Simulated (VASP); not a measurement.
# ZrN (Fm-3m) in VASP: notebook

Runs on ZrN. Level: PBE. Tasks: relaxation of cell and atoms, single point.

All numbers are computed with VASP 6.6.1; they aren't measurements. Logs are shortened: lines on timing, memory, paths and dates and some standing lists are left out, and cuts for length are marked.

### Step 1. The cell of the first run

The structure is cubic, space group Fm-3m (No. 225). The conventional cell has a = 4.568 Å, b = 4.568 Å, c = 4.568 Å, α = 90.00°, β = 90.00°, γ = 90.00°. Zr (site symmetry m-3m) has 6 N at 2.28 Å within 3.0 Å. N (site symmetry m-3m) has 6 Zr at 2.28 Å within 3.0 Å.

### Step 2. Relaxation of cell and atoms, PBE

INCAR reads:

```
PREC = Accurate
ENCUT = 600
EDIFF = 1E-6
ISMEAR = 0
SIGMA = 0.1
LREAL = False
LASPH = True
NELM = 80
ALGO = Normal
ISIF = 3
LWAVE = False
LCHARG = False
GGA = PE
IBRION = 2
NSW = 100
EDIFFG = -0.005
```

KPOINTS reads:

```
Automatic mesh
0
Gamma
  16 16 16
```

POSCAR reads:

```
ZrN
1.0
    0.0000000000      2.2842300000      2.2842300000
    2.2842300000      0.0000000000      2.2842300000
    2.2842300000      2.2842300000      0.0000000000
Zr N
1 1
Direct
    0.0000000000      0.0000000000      0.0000000000
    0.5000000000      0.5000000000      0.5000000000
```

Potentials or basis: VASP PAW PBE potentials, release 64 (Zr_sv, N).

Launch:

```bash
cat potpaw_PBE.64/Zr_sv/POTCAR potpaw_PBE.64/N/POTCAR > POTCAR
mpirun -np 1 vasp_std > vasp.out
```

OUTCAR:

```text
PREC = Accurate
   ENCUT = 600
   EDIFF = 1E-6
   ISMEAR = 0
   LREAL = False
   LASPH = True
   NELM = 80
   ISIF = 3
   GGA = PE
   IBRION = 2
   NSW = 100
   EDIFFG = -0.005

 ion  position               nearest neighbor table
   1  0.000  0.000  0.000-   2 2.28   2 2.28   2 2.28   2 2.28   2 2.28   2 2.28
   2  0.500  0.500  0.500-   1 2.28   1 2.28   1 2.28   1 2.28   1 2.28   1 2.28

  LATTYP: Found a face centered cubic cell.
 ALAT       =     4.5684600000

  Lattice vectors:

 A1 = (   0.0000000000,   2.2842300000,   2.2842300000)
 A2 = (   2.2842300000,   0.0000000000,   2.2842300000)
 A3 = (   2.2842300000,   2.2842300000,   0.0000000000)

Analysis of symmetry for initial positions (statically):
=====================================================================
 Subroutine PRICEL returns:
 Original cell was already a primitive cell.

 Routine SETGRP: Setting up the symmetry group for a
 face centered cubic supercell.

 Subroutine GETGRP returns: Found 48 space group operations
 (whereof 48 operations were pure point group operations)
 out of a pool of 48 trial point group operations.

The static configuration has the point symmetry O_h .

Analysis of symmetry for dynamics (positions and initial velocities):
=====================================================================
 Subroutine PRICEL returns:
 Original cell was already a primitive cell.

 Routine SETGRP: Setting up the symmetry group for a
 face centered cubic supercell.

 Subroutine GETGRP returns: Found 48 space group operations
 (whereof 48 operations were pure point group operations)
 out of a pool of 48 trial point group operations.

The dynamic configuration has the point symmetry O_h .

 Subroutine INISYM returns: Found 48 space group operations
 (whereof 48 operations are pure point group operations),
 and found     1 'primitive' translations

----------------------------------------------------------------------------------------

                                     Primitive cell

  volume of cell :      23.8369

  direct lattice vectors                    reciprocal lattice vectors
     0.000000000  2.284230000  2.284230000    -0.218892143  0.218892143  0.218892143
     2.284230000  0.000000000  2.284230000     0.218892143 -0.218892143  0.218892143
     2.284230000  2.284230000  0.000000000     0.218892143  0.218892143 -0.218892143

  length of vectors
     3.230389046  3.230389046  3.230389046     0.379132313  0.379132313  0.379132313

  position of ions in fractional coordinates (direct lattice)
     0.000000000  0.000000000  0.000000000
     0.500000000  0.500000000  0.500000000
[... 101 lines left out ...]
   LORBIT       =      0    0 simple, 1 ext, 2 COOP (PROOUT), +10 PAW based schemes
   GGA     = PE    functional components
   LHFCALC =     F    Hartree Fock is set to
   AEXX    =    0.0000 exact exchange contribution
   IVDW    =     0    specifies the selected vdW correction
   LEPSILON=     F    determine dielectric tensor
   LRPA    =     F    only Hartree local field effects (RPA)
 conjugate gradient relaxation of ions
 non-spin polarized calculation
 Gauss-broadening in eV      SIGMA  =   0.10
  energy-cutoff  :      600.00
  volume of cell :       23.84
 maximum number of plane-waves:       821
 NGX is ok and might be reduce to    28
   NGX = 13   NGY = 13   NGZ = 13

--------------------------------------- Ionic step        1  -------------------------------------------

 number of electron      17.0000000 magnetization

 Free energy of the ion-electron system (eV)
  ---------------------------------------------------
  ext. energy  EPLUGINS =         0.00000000
  ---------------------------------------------------
  free energy    TOTEN  =       -20.36802768 eV

  energy without entropy =      -20.36429180  energy(sigma->0) =      -20.36615974

------------------------ aborting loop because EDIFF is reached ----------------------------------------

  FORCE on cell =-STRESS in cart. coord.  units (eV):
  Direction    XX          YY          ZZ          XY          YZ          ZX
  --------------------------------------------------------------------------------------
  -------------------------------------------------------------------------------------
  Total        0.6854926      0.6854926      0.6854926     -0.0000000      0.0000000     -0.0000000
  in kB       46.0748431     46.0748431     46.0748431     -0.0000000      0.0000000     -0.0000000
  external PRESSURE =      46.0748431 kB  Pullay stress =       0.0000000 kB
[... 95 lines left out ...]
--------------------------------------- Ionic step        4  -------------------------------------------

 number of electron      17.0000000 magnetization

 Free energy of the ion-electron system (eV)
  ---------------------------------------------------
  ext. energy  EPLUGINS =         0.00000000
  ---------------------------------------------------
  free energy    TOTEN  =       -20.37404019 eV

  energy without entropy =      -20.37026629  energy(sigma->0) =      -20.37215324

 E-fermi :  11.8820     XC(G=0): -12.4687

 val. band max:       11.8743358776   @ k =   0.4375   0.1875   0.0625
 cond. band min:      11.8884879678   @ k =  -0.1250   0.0625   0.0000
 fundamental gap:      0.0141520902
 Fermi energy:        11.8819675428

 k-point     1 :       0.0000    0.0000    0.0000
  band No.  band energies     occupation
      1     -37.7288      2.00000
      2     -15.3570      2.00000
      3     -15.3570      2.00000
      4     -15.3570      2.00000
      5      -4.3617      2.00000
      6       9.2350      2.00000
      7       9.2350      2.00000
      8       9.2350      2.00000
      9      11.4850      2.00000
     10      11.4850      2.00000
     11      11.4850      2.00000
     12      13.4496      0.00000
[... 331 lines left out ...]
 k-point    24 :      -0.0625    0.0625    0.0000
  band No.  band energies     occupation
      1     -37.7154      2.00000
      2     -15.4718      2.00000
      3     -15.3843      2.00000
      4     -15.3583      2.00000
      5      -4.1583      2.00000
      6       8.3472      2.00000
      7       8.5788      2.00000
      8       8.9068      2.00000
      9      11.6360      1.99950
     10      11.6672      1.99761
     11      12.0494      0.01789
     12      13.7789      0.00000

 [... further k-points ...]

------------------------ aborting loop because EDIFF is reached ----------------------------------------

  FORCE on cell =-STRESS in cart. coord.  units (eV):
  Direction    XX          YY          ZZ          XY          YZ          ZX
  --------------------------------------------------------------------------------------
  -------------------------------------------------------------------------------------
  Total        0.0040987      0.0040987      0.0040987      0.0000000      0.0000000      0.0000000
  in kB        0.2707020      0.2707020      0.2707020      0.0000000      0.0000000      0.0000000
  external PRESSURE =       0.2707020 kB  Pullay stress =       0.0000000 kB
[... 17 lines left out ...]
  FREE ENERGIE OF THE ION-ELECTRON SYSTEM (eV)
  ---------------------------------------------------
  free  energy   TOTEN  =       -20.3740401894 eV

  energy  without entropy=      -20.3702662939  energy(sigma->0) =      -20.37215324

 reached required accuracy - stopping structural energy minimisation
```

It took 63 s on 1 thread of Intel Xeon 6975P-C (Granite Rapids), shared host; peak memory 0.21 GiB.

What came out:

```yaml
Free_energy: -20.3740 eV
Relaxed_volume: 12.13 Å³/atom
Relaxed_cell: a = 3.249 Å, b = 3.249 Å, c = 3.249 Å, α = 60.00°, β = 60.00°, γ = 60.00°
Space_group_after_relaxing_to_0.05_Å: Fm-3m (No. 225)
Energy_gained_by_relaxing: 3.0 meV/atom
Ionic_steps: 4
Pressure_after_relaxing: 0.0 GPa
```

Step by step:
```csv
step,energy change (eV),largest force (eV/Å),pressure (GPa),volume (Å³)
1,0.0000,0.0000,4.61,23.84
2,0.0122,0.0000,-7.33,25.04
3,-0.0060,0.0000,-0.07,24.27
4,-0.0060,0.0000,0.03,24.26
```

Final structure:
```yaml
crystal:
  lattice:
    - [0.00000, 2.29762, 2.29762]
    - [2.29762, 0.00000, 2.29762]
    - [2.29762, 2.29762, 0.00000]
  atoms:
    - { symbol: Zr, position: [0.00000, 0.00000, 0.00000] }
    - { symbol: N, position: [0.50000, 0.50000, 0.50000] }
```

PBE usually gives volumes a little too large and moduli too small. Zero-point motion and thermal expansion aren't in these numbers.

### Step 3. Single point, PBE

This run uses another cell than the first one, of 12.12 Å³/atom, 1.017 times its volume.

INCAR reads:

```
SYSTEM = ZrN
  PREC = Accurate
  ENCUT = 520
  EDIFF = 1E-6
  ISMEAR = 0
  SIGMA = 0.1
  LREAL = .FALSE.
  LASPH = .TRUE.
  NELM = 80
  ALGO = Normal
  ISIF = 2
  LWAVE = .FALSE.
  LCHARG = .FALSE.
  GGA = PE
  NBANDS = 16
```

KPOINTS reads:

```
Automatic mesh
0
G
  16 16 16
  0 0 0
```

POSCAR reads:

```
ZrN
1.0
    0.0000000000      2.2973258801      2.2973258801
    2.2973258801      0.0000000000      2.2973258801
    2.2973258801      2.2973258801      0.0000000000
Zr N
1 1
Direct
    0.0000000000      0.0000000000      0.0000000000
    0.5000000000      0.5000000000      0.5000000000
```

Potentials or basis: VASP PAW PBE potentials, release 64 (Zr_sv, N).

Launch:

```bash
cat potpaw_PBE.64/Zr_sv/POTCAR potpaw_PBE.64/N/POTCAR > POTCAR
mpirun -np 1 vasp_std > vasp.out
```

Run time: 60 s. Hardware: 1 thread of Intel Xeon 8259CL, shared host; peak memory 0.18 GiB.

Results (log left out):

```
Free energy : -20.3727 eV
Pressure    : 0.3 GPa
```

Levels at points of the mesh, in eV from the Fermi level:
```
           k point  band 7  band 8  band 9  band 10  band 11  band 12
(0.00, 0.00, 0.00)   -2.65   -2.65   -0.40    -0.40    -0.40     1.57
(0.50, 0.00, 0.00)   -5.66   -5.66    2.99     3.05     3.05     4.72
(0.50, 0.50, 0.00)   -3.45   -3.16   -3.16     3.34     4.49     4.49
```
